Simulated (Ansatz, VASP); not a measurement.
# One calculation of ZnO, two programs

Contents of INCAR:

```
SYSTEM = ZnO
ALGO = Normal
EDIFF = 1E-6
EDIFFG = -0.04
ENCUT = 600
GGA = PE
IBRION = 2
ISIF = 3
ISMEAR = 0
LASPH = .True.
LCHARG = .False.
LREAL = .False.
LWAVE = .False.
NELM = 80
NSW = 90
PREC = Accurate
SIGMA = 0.1
```

Contents of KPOINTS:

```
k-points
0
Gamma
  6 6 6
  0 0 0
```

File POSCAR:

```
ZnO
1.0
    2.2108579900     -2.5057941000      0.0000000000
    2.2108579900      2.5057941000      0.0000000000
    0.0000000000      0.0000000000      2.5682036700
Zn O
1 1
Direct
    0.0000000000      0.0000000000      0.5000000000
    0.5000000000      0.5000000000      0.5000000000
```

Input for Ansatz:

```yaml
crystal:
  lattice:
    - [2.21085799, -2.5057941, 0.0]
    - [2.21085799, 2.5057941, 0.0]
    - [0.0, 0.0, 2.56820367]
  atoms:
    - { symbol: Zn, position: [0.0, 0.0, 0.5] }
    - { symbol: O, position: [0.5, 0.5, 0.5] }
basis:
  ecutwfc: 420
kpoints:
  mp_grid: { grid: [6, 6, 6] }
hamiltonian:
  xc: pbe
scf:
  occupations: { method: gaussian, width: 0.1 }
  lower_state_search: "off"
output:
  forces: true
  stress: true
  eigenvalues: true
relax:
  adjacent_minimum: "off"
  f_tol: 0.04
  max_steps: 70
  cell: { stress_tol: 0.4 }
```

Alike in both runs: task relaxation of cell and atoms; functional PBE; k mesh 6 × 6 × 6; occupations gaussian, width 0.1 eV; no spin polarisation.

|  | VASP | Ansatz |
| --- | --- | --- |
| version | VASP 6.6.1 | Ansatz 0.2.0 |
| potentials or method | VASP PAW PBE potentials, release 64 (Zn, O), cutoff 600 eV | scalar-relativistic, plane waves, PAW |
| valence electrons in the cell | 18 | 18 |

```csv
,VASP,Ansatz,Ansatz less VASP
"gap on the k mesh at the Fermi level, each at its own relaxed structure (eV)",none,none,-
relaxed volume (Å³/atom),13.72,16.98,+3.257
relaxed length of the cell vector where the two differ most in proportion (Å),3.373,4.186,+0.8131
```

A gap of «none» marks a metal or a gap that the smearing closes. One of these differences is far larger than is usual between the two programs; its cause wasn't traced.

The k mesh is coarse, so the values compare programs but aren't converged.
